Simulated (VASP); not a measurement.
# Zr (Fm-3m) in VASP: a series of runs

Zr is run at these levels: PBE; tasks: single point, relaxation of cell and atoms.

Program: VASP 6.6.1. These are calculated values, not measurements. Logs are shortened: lines on timing, memory, paths and dates and some standing lists are left out, and cuts for length are marked.

**1. The cell of the first run**

Symmetry: Fm-3m, No. 225, cubic system. The conventional cell has a = 4.527 Å, b = 4.527 Å, c = 4.527 Å, α = 90.00°, β = 90.00°, γ = 90.00°. Zr (site symmetry m-3m) has 12 Zr at 3.20 Å within 4.2 Å.

**2. Single point, PBE**

INCAR

```
PREC = Accurate
ENCUT = 520
EDIFF = 1E-7
ISMEAR = 0
SIGMA = 0.1
LREAL = F
LASPH = T
NELM = 100
ALGO = Normal
ISIF = 2
LWAVE = F
LCHARG = F
GGA = PE
NBANDS = 12
```

KPOINTS

```
regular mesh
0
Gamma
  16 16 16
```

POSCAR

```
Zr
1.0
    0.0000000000      2.2634678837      2.2634678837
    2.2634678837      0.0000000000      2.2634678837
    2.2634678837      2.2634678837      0.0000000000
Zr
1
Direct
    0.0000000000      0.0000000000      0.0000000000
```

Potentials or basis: VASP PAW PBE potentials, release 64 (Zr_sv).

Run with:

```sh
cat potpaw_PBE.64/Zr_sv/POTCAR > POTCAR
mpirun -np 1 vasp_std > vasp.out
```

OUTCAR:

```text
PREC = Accurate
   ENCUT = 520
   EDIFF = 1E-7
   ISMEAR = 0
   LREAL = F
   LASPH = T
   NELM = 100
   ISIF = 2
   GGA = PE

 ion  position               nearest neighbor table
   1  0.000  0.000  0.000-

  LATTYP: Found a face centered cubic cell.
 ALAT       =     4.5269357674

  Lattice vectors:

 A1 = (   0.0000000000,   2.2634678837,   2.2634678837)
 A2 = (   2.2634678837,   0.0000000000,   2.2634678837)
 A3 = (   2.2634678837,   2.2634678837,   0.0000000000)

Analysis of symmetry for initial positions (statically):
=====================================================================
 Subroutine PRICEL returns:
 Original cell was already a primitive cell.

 Routine SETGRP: Setting up the symmetry group for a
 face centered cubic supercell.

 Subroutine GETGRP returns: Found 48 space group operations
 (whereof 48 operations were pure point group operations)
 out of a pool of 48 trial point group operations.

The static configuration has the point symmetry O_h .

Analysis of symmetry for dynamics (positions and initial velocities):
=====================================================================
 Subroutine PRICEL returns:
 Original cell was already a primitive cell.

 Routine SETGRP: Setting up the symmetry group for a
 face centered cubic supercell.

 Subroutine GETGRP returns: Found 48 space group operations
 (whereof 48 operations were pure point group operations)
 out of a pool of 48 trial point group operations.

The dynamic configuration has the point symmetry O_h .

 Subroutine INISYM returns: Found 48 space group operations
 (whereof 48 operations are pure point group operations),
 and found     1 'primitive' translations

----------------------------------------------------------------------------------------

                                     Primitive cell

  volume of cell :      23.1928

  direct lattice vectors                    reciprocal lattice vectors
     0.000000000  2.263467884  2.263467884    -0.220899975  0.220899975  0.220899975
     2.263467884  0.000000000  2.263467884     0.220899975 -0.220899975  0.220899975
     2.263467884  2.263467884  0.000000000     0.220899975  0.220899975 -0.220899975

  length of vectors
     3.201026979  3.201026979  3.201026979     0.382609981  0.382609981  0.382609981

  position of ions in fractional coordinates (direct lattice)
     0.000000000  0.000000000  0.000000000

  ion indices of the primitive-cell ions
   primitive index   ion index
[... 74 lines left out ...]
   LREAL  =      F    real-space projection
   EDIFFG = 0.1E-05   stopping-criterion for IOM
   NSW    =      0    number of steps for IOM
   IBRION =     -1    ionic relax: 0-MD 1-quasi-New 2-CG
   NFREE  =      0    steps in history (QN), initial steepest desc. (CG)
   ISIF   =      2    stress and relaxation
   ISYM   =      2    0-nonsym 1-usesym 2-fastsym
   POTIM  = 0.5000    time-step for ionic-motion
   TEBEG  =    0.0;   TEEND  =   0.0 temperature during run
   PSTRESS=    0.0 pullay stress
   NELECT =      12.0000    total number of electrons
   NUPDOWN=      -1.0000    fix difference up-down
   EMIN   =  10.00;   EMAX   =-10.00  energy-range for DOS
   EFERMI =   0.00;   METHOD = LEGACY
   ISMEAR =     0;   SIGMA  =   0.10  broadening in eV -4-tet -1-fermi 0-gaus
   EFERMI_NEDOS =   21; number of points for ismear=-14 and -15
   IALGO  =     38    algorithm
   IMIX   =      4    mixing-type and parameters
     AMIX     =   0.40;   BMIX     =  1.00
     AMIX_MAG =   1.60;   BMIX_MAG =  1.00
  volume/ion in A,a.u.               =      23.19       156.51
  Fermi-wavevector in a.u.,A,eV,Ry     =   1.314269  2.483608 23.501382  1.727303
  Thomas-Fermi vector in A             =   2.444534
   LORBIT       =      0    0 simple, 1 ext, 2 COOP (PROOUT), +10 PAW based schemes
   GGA     = PE    functional components
   LHFCALC =     F    Hartree Fock is set to
   AEXX    =    0.0000 exact exchange contribution
   IVDW    =     0    specifies the selected vdW correction
   LEPSILON=     F    determine dielectric tensor
   LRPA    =     F    only Hartree local field effects (RPA)
 non-spin polarized calculation
 Gauss-broadening in eV      SIGMA  =   0.10
  energy-cutoff  :      520.00
  volume of cell :       23.19
 maximum number of plane-waves:       637
   NGX = 11   NGY = 11   NGZ = 11

 number of electron      12.0000000 magnetization

 Free energy of the ion-electron system (eV)
  ---------------------------------------------------
  ext. energy  EPLUGINS =         0.00000000
  ---------------------------------------------------
  free energy    TOTEN  =        -8.48417726 eV

  energy without entropy =       -8.47442913  energy(sigma->0) =       -8.47930320

 E-fermi :   8.9335     XC(G=0): -11.0993

 val. band max:        8.9304368405   @ k =  -0.3125   0.3125   0.0625
 cond. band min:       8.9412596078   @ k =   0.2500   0.0000   0.0000
 fundamental gap:      0.0108227673
 Fermi energy:         8.9334713633

 k-point     1 :       0.0000    0.0000    0.0000
  band No.  band energies     occupation
      1     -39.7679      2.00000
      2     -17.2794      2.00000
      3     -17.2794      2.00000
      4     -17.2794      2.00000
      5       3.3716      2.00000
      6       9.9112      0.00000
      7       9.9112      0.00000
      8       9.9112      0.00000
      9      12.3338      0.00000
     10      12.3338      0.00000
     11      19.4341      0.00000
     12      23.6221      0.00000
[... 331 lines left out ...]
 k-point    24 :      -0.0625    0.0625    0.0000
  band No.  band energies     occupation
      1     -39.7539      2.00000
      2     -17.3740      2.00000
      3     -17.3066      2.00000
      4     -17.2857      2.00000
      5       3.7039      2.00000
      6       9.6032      0.00000
      7      10.0583      0.00000
      8      10.0834      0.00000
      9      12.0492      0.00000
     10      12.3281      0.00000
     11      20.1337      0.00000
     12      22.5714      0.00000

 [... further k-points ...]
[... 5 lines left out ...]
  --------------------------------------------------------------------------------------
  -------------------------------------------------------------------------------------
  Total        0.0026248      0.0026248      0.0026248     -0.0000000      0.0000000      0.0000000
  in kB        0.1813203      0.1813203      0.1813203     -0.0000000      0.0000000      0.0000000
  external PRESSURE =       0.1813203 kB  Pullay stress =       0.0000000 kB

 VOLUME and BASIS-vectors are now :
 -----------------------------------------------------------------------------
  energy-cutoff  :      520.00
  volume of cell :       23.19
      direct lattice vectors                 reciprocal lattice vectors
     0.000000000  2.263467884  2.263467884    -0.220899975  0.220899975  0.220899975
     2.263467884  0.000000000  2.263467884     0.220899975 -0.220899975  0.220899975
     2.263467884  2.263467884  0.000000000     0.220899975  0.220899975 -0.220899975

 POSITION                                       TOTAL-FORCE (eV/Angst)
 -----------------------------------------------------------------------------------
      0.00000      0.00000      0.00000         0.000000     -0.000000     -0.000000
 -----------------------------------------------------------------------------------
    total drift:                                0.000000      0.000000     -0.000000

  FREE ENERGIE OF THE ION-ELECTRON SYSTEM (eV)
  ---------------------------------------------------
  free  energy   TOTEN  =        -8.4841772639 eV

  energy  without entropy=       -8.4744291305  energy(sigma->0) =       -8.47930320
```

stdout:

```text
POSCAR found type information on POSCAR Zr
 POSCAR found :  1 types and       1 ions
 scaLAPACK will be used
 LDA part: xc-table for (Slater+PW92), standard interpolation
 POSCAR, INCAR and KPOINTS ok, starting setup
 FFT: planning ... GRIDC
 FFT: planning ... GRID_SOFT
 FFT: planning ... GRID
 WAVECAR not read
 entering main loop
```

Wall time 20 s (1 thread of Intel Xeon Platinum 8124M at 3.00GHz (Skylake/Cascade Lake), shared host); peak memory 0.16 GiB.

Results:

```yaml
Free_energy: -8.4842 eV
Pressure: 0.0 GPa
Band_gap_on_the_k_mesh: zero (band 6 reaches 9.91 eV, above the bottom of band 7 at 8.54 eV)
```

**3. Relaxation of cell and atoms, PBE**

INCAR

```
SYSTEM = Zr
PREC = Accurate ; ENCUT = 600
EDIFF = 1E-6 ; ISMEAR = 0
SIGMA = 0.1 ; LREAL = .False.
LASPH = .True. ; NELM = 60
ALGO = Fast ; ISIF = 3
LWAVE = .False. ; LCHARG = .False.
GGA = PE ; IBRION = 2
NSW = 100 ; EDIFFG = -0.005
```

KPOINTS

```
Automatic mesh
0
Gamma
  16 16 16
  0 0 0
```

POSCAR

```
Zr
1.0
    0.0000000000      2.2646202716      2.2646202716
    2.2646202716      0.0000000000      2.2646202716
    2.2646202716      2.2646202716      0.0000000000
Zr
1
Direct
    0.0000000000      0.0000000000      0.0000000000
```

Potentials or basis: VASP PAW PBE potentials, release 64 (Zr_sv).

Run with:

```sh
cat potpaw_PBE.64/Zr_sv/POTCAR > POTCAR
mpirun -np 1 vasp_std > vasp.out
```

It took 1.7 min on 1 thread of Intel Xeon Platinum 8124M at 3.00GHz (Skylake/Cascade Lake), shared host; peak memory 0.19 GiB.

Results (log left out):

| Item | Value |
| --- | --- |
| Free energy | -8.4842 eV |
| Relaxed volume | 23.20 Å³/atom |
| Relaxed cell | a = 3.201 Å, b = 3.201 Å, c = 3.201 Å, α = 60.00°, β = 60.00°, γ = 60.00° |
| Space group after relaxing (to 0.05 Å) | Fm-3m (No. 225) |
| Energy gained by relaxing | 0.0 meV/atom |
| Ionic steps | 3 |
| Pressure after relaxing | 0.0 GPa |
| Band gap on the k mesh | zero (band 6 reaches 9.91 eV, above the bottom of band 7 at 8.54 eV) |

Final structure:
```
Zr
1.0
     0.00000    2.26371    2.26371
     2.26371    0.00000    2.26371
     2.26371    2.26371    0.00000
Zr
1
Cartesian
  0.0000 0.0000 0.0000
```

Levels at points of the mesh, in eV from the Fermi level:
```tsv
k point	band 3	band 4	band 5	band 6	band 7	band 8	band 9	band 10
(0.00, 0.00, 0.00)	-26.21	-26.21	-5.56	0.98	0.98	0.98	3.40	3.40
(0.50, 0.00, 0.00)	-26.34	-26.34	-2.95	0.80	0.80	1.11	5.19	5.19
(0.50, 0.50, 0.00)	-26.56	-26.56	-2.99	-2.19	3.01	5.19	5.70	5.70
```

**4. Single point, PBE**

This run uses another cell than the first one: it holds 8 atoms, not 1.

INCAR

```
SYSTEM = Zr
PREC     = Accurate       ! precision mode
ENCUT    = 520            ! plane-wave cutoff, eV
EDIFF    = 1E-7           ! SCF threshold, eV
ISMEAR   = 0              ! smearing method
SIGMA    = 0.1            ! smearing width, eV
LREAL    = .FALSE.        ! projectors in reciprocal space
LASPH    = .TRUE.         ! aspherical terms in the spheres
NELM     = 80             ! most SCF steps
ALGO     = Fast           ! electronic algorithm
ISIF     = 2              ! what is computed and relaxed
LWAVE    = .FALSE.        ! write WAVECAR
LCHARG   = .FALSE.        ! write CHGCAR
GGA      = PE             ! functional
NBANDS   = 58             ! bands
```

KPOINTS

```
regular mesh
0
G
  6 6 6
  0 0 0
```

POSCAR

```
Zr
1.0
   -4.5206758855      4.5206758855      0.0000000000
   -4.5206758855      0.0000000000      4.5206758855
    0.0000000000      4.5206758855      4.5206758855
Zr
8
Direct
    0.0000000000      0.0000000000      0.0000000000
    0.5000000000      0.0000000000      0.0000000000
    0.0000000000      0.5000000000      0.0000000000
    0.0000000000      0.0000000000      0.5000000000
    0.5000000000      0.5000000000      0.0000000000
    0.5000000000      0.0000000000      0.5000000000
    0.0000000000      0.5000000000      0.5000000000
    0.5000000000      0.5000000000      0.5000000000
```

Run with:

```sh
cat potpaw_PBE.64/Zr_sv/POTCAR > POTCAR
mpirun -np 1 vasp_std > vasp.out
```

Run time: 8.9 min. Hardware: 1 thread of Intel Xeon Platinum 8124M at 3.00GHz (Skylake/Cascade Lake), shared host; peak memory 0.38 GiB.

Results (log left out):

| Quantity | Value |
| --- | --- |
| Free energy | -67.9128 eV |
| Pressure | 0.0 GPa |
| Band gap on the k mesh | zero (band 48 reaches 9.78 eV, above the bottom of band 49 at 8.58 eV) |

Levels at points of the mesh, in eV from the Fermi level:
| k point | band 45 | band 46 | band 47 | band 48 | band 49 | band 50 |
| --- | --- | --- | --- | --- | --- | --- |
| (0.00, 0.00, 0.00) | 0.82 | 0.82 | 0.82 | 0.82 | 0.82 | 0.82 |
| (0.50, 0.00, 0.00) | -1.09 | -1.09 | 0.03 | 0.03 | 0.48 | 0.48 |
| (0.50, 0.50, 0.00) | -0.40 | -0.40 | -0.38 | -0.38 | -0.38 | -0.38 |

**5. Relaxation of cell and atoms, PBE**

This run uses another cell than the first one: it holds 8 atoms, not 1.

INCAR

```
  ALGO = Fast
  EDIFF = 1E-6
  EDIFFG = -0.015
  ENCUT = 600
  GGA = PE
  IBRION = 2
  ISIF = 3
  ISMEAR = 0
  LASPH = True
  LCHARG = False
  LREAL = False
  LWAVE = False
  NELM = 80
  NSW = 80
  PREC = Accurate
  SIGMA = 0.1
```

KPOINTS

```
k-points
0
Gamma
  6 6 6
```

POSCAR, as its differences from that of step 4:

```diff
@@ -2,5 +2,5 @@
 1.0
-   -4.5206758855      4.5206758855      0.0000000000
-   -4.5206758855      0.0000000000      4.5206758855
-    0.0000000000      4.5206758855      4.5206758855
+   -4.5269357674      4.5269357674      0.0000000000
+   -4.5269357674      0.0000000000      4.5269357674
+    0.0000000000      4.5269357674      4.5269357674
 Zr
```

Run with:

```sh
cat potpaw_PBE.64/Zr_sv/POTCAR > POTCAR
mpirun -np 1 vasp_std > vasp.out
```

It took 23 min on 1 thread of Intel Xeon Platinum 8124M at 3.00GHz (Skylake/Cascade Lake), shared host; peak memory 0.49 GiB.

The run converged. Its results:

```
Free energy                            : -67.9136 eV
Relaxed volume                         : 23.10 Å³/atom
Relaxed cell                           : a = 6.394 Å, b = 6.394 Å, c = 6.394 Å, α = 60.00°, β = 60.00°, γ = 60.00°
Space group after relaxing (to 0.05 Å) : Fm-3m (No. 225)
Energy gained by relaxing              : 0.1 meV/atom
Ionic steps                            : 3
Pressure after relaxing                : 0.0 GPa
Band gap on the k mesh                 : zero (band 48 reaches 9.77 eV, above the bottom of band 49 at 8.58 eV)
```

Step by step:
```csv
step,energy change (eV),largest force (eV/Å),pressure (GPa),volume (Å³)
1,0.0000,0.0000,-0.35,185.54
2,-0.0002,0.0000,0.31,184.20
3,-0.0008,0.0000,0.01,184.83
```

Final structure:
```yaml
crystal:
  lattice:
    - [-4.52115, 4.52115, 0.00000]
    - [-4.52115, 0.00000, 4.52115]
    - [0.00000, 4.52115, 4.52115]
  atoms:
    - { symbol: Zr, position: [0.00000, 0.00000, 0.00000] }
    - { symbol: Zr, position: [0.50000, 0.00000, 0.00000] }
    - { symbol: Zr, position: [0.00000, 0.50000, 0.00000] }
    - { symbol: Zr, position: [0.00000, 0.00000, 0.50000] }
    - { symbol: Zr, position: [0.50000, 0.50000, 0.00000] }
    - { symbol: Zr, position: [0.50000, 0.00000, 0.50000] }
    - { symbol: Zr, position: [0.00000, 0.50000, 0.50000] }
    - { symbol: Zr, position: [0.50000, 0.50000, 0.50000] }
```

Levels at points of the mesh, in eV from the Fermi level:
```tsv
k point	band 44	band 45	band 46	band 47	band 48	band 49	band 50	band 51
(0.00, 0.00, 0.00)	0.82	0.82	0.82	0.82	0.82	0.82	0.82	0.82
(0.50, 0.00, 0.00)	-1.09	-1.09	-1.09	0.03	0.03	0.48	0.48	0.48
(0.50, 0.50, 0.00)	-0.40	-0.40	-0.40	-0.38	-0.38	-0.38	-0.38	-0.18
```

**6. Overview**

```csv
task,cell,k mesh,cutoff (eV),gap on the mesh (eV),pressure (GPa),relaxed volume (Å³/atom)
single point,"a = 3.201 Å, angles 60.0°, 1 atom",16 × 16 × 16,520,none,0.0,-
relaxation of cell and atoms,"relaxed from a = 3.203 Å, angles 60.0°, 1 atom",16 × 16 × 16,600,none,0.0,23.20
single point,"a = 6.393 Å, angles 60.0°, 8 atoms",6 × 6 × 6,520,none,0.0,-
relaxation of cell and atoms,"relaxed from a = 6.402 Å, angles 60.0°, 8 atoms",6 × 6 × 6,600,none,0.0,23.10
```

Alike in all rows: level PBE; potentials or basis VASP PAW PBE potentials, release 64 (Zr_sv); no spin polarisation; smearing gaussian 0.1 eV.

Absolute energies hang on the potentials; compare differences alone.
